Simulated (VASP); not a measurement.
Al, 4 atoms in the cell. Symmetry: P6_3/mmc, No. 194, hexagonal system. Conventional cell: a = 2.893 Å, b = 2.893 Å, c = 7.644 Å, α = 90.00°, β = 90.00°, γ = 120.00°. Within 3.3 Å of Al (site symmetry -3m) lie 12 Al at 2.54 to 2.89 Å. Al (site symmetry -6m2) has 12 Al at 2.54 to 2.89 Å within 3.3 Å. 

- Program: VASP 6.6.1
- Task: single point
- Functional: PBE
- Dispersion: D3(BJ)
- Potentials or basis: VASP PAW PBE potentials, release 64 (Al)
- Cutoff: 520 eV
- k mesh: 18 × 18 × 4
- Occupations: gaussian, width 0.15 eV
- Spin: no spin polarisation
- Dipole correction: no
- Further INCAR settings: ALGO = Normal; EDIFF = 1e-07; NBANDS = 14

Potentials or basis: VASP PAW PBE potentials, release 64 (Al).

Command:

```sh
$ cat potpaw_PBE.64/Al/POTCAR > POTCAR
$ mpirun -np 1 vasp_std > vasp.out
```

Hardware: 1 thread of Intel(R) Xeon(R) Platinum 8259CL CPU @ 2.50GHz (Skylake/Cascade Lake), on a shared host.

**Question.** Estimate the wall time of this run.

**Answer.** It took 59 s on 1 thread of Intel(R) Xeon(R) Platinum 8259CL CPU @ 2.50GHz (Skylake/Cascade Lake), on a shared host, peak memory 0.21 GiB. Counts: scf iterations 11, k points 111.
